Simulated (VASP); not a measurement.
A run of VASP 6.6.1:

INCAR

```
  PREC = Accurate
  ENCUT = 520
  EDIFF = 1E-6
  ISMEAR = -1
  SIGMA = 0.02
  LREAL = False
  LASPH = True
  NELM = 80
  ALGO = Normal
  ISIF = 2
  LWAVE = False
  LCHARG = False
  GGA = PE
  NBANDS = 28
```

Contents of KPOINTS:

```
Automatic mesh
0
Gamma
  6 6 6
```

POSCAR

```
BaZrO3
1.0
    4.4156229405      0.0000000000      0.0000000000
    0.0000000000      4.2053551814      0.0000000000
    0.0000000000      0.0000000000      4.2053551814
Ba Zr O
1 1 3
Direct
    0.0000000000      0.0000000000      0.0000000000
    0.5000000000      0.5000000000      0.5000000000
    0.5000000000      0.5000000000      0.0000000000
    0.5000000000      0.0000000000      0.5000000000
    0.0000000000      0.5000000000      0.5000000000
```

Potentials or basis: VASP PAW PBE potentials, release 64 (Ba_sv, Zr_sv, O).

Run with:

```bash
$ cat potpaw_PBE.64/Ba_sv/POTCAR potpaw_PBE.64/Zr_sv/POTCAR potpaw_PBE.64/O/POTCAR > POTCAR
$ mpirun -np 1 vasp_std > vasp.out
```

Hardware: 1 thread of Intel Xeon 8259CL (shared host).

Problem. Estimate the wall time of this run.

Solution. Wall time 100 s on 1 thread of Intel Xeon 8259CL, on a shared host, peak memory 0.24 GiB. Counts: scf iterations 14, k points 40.
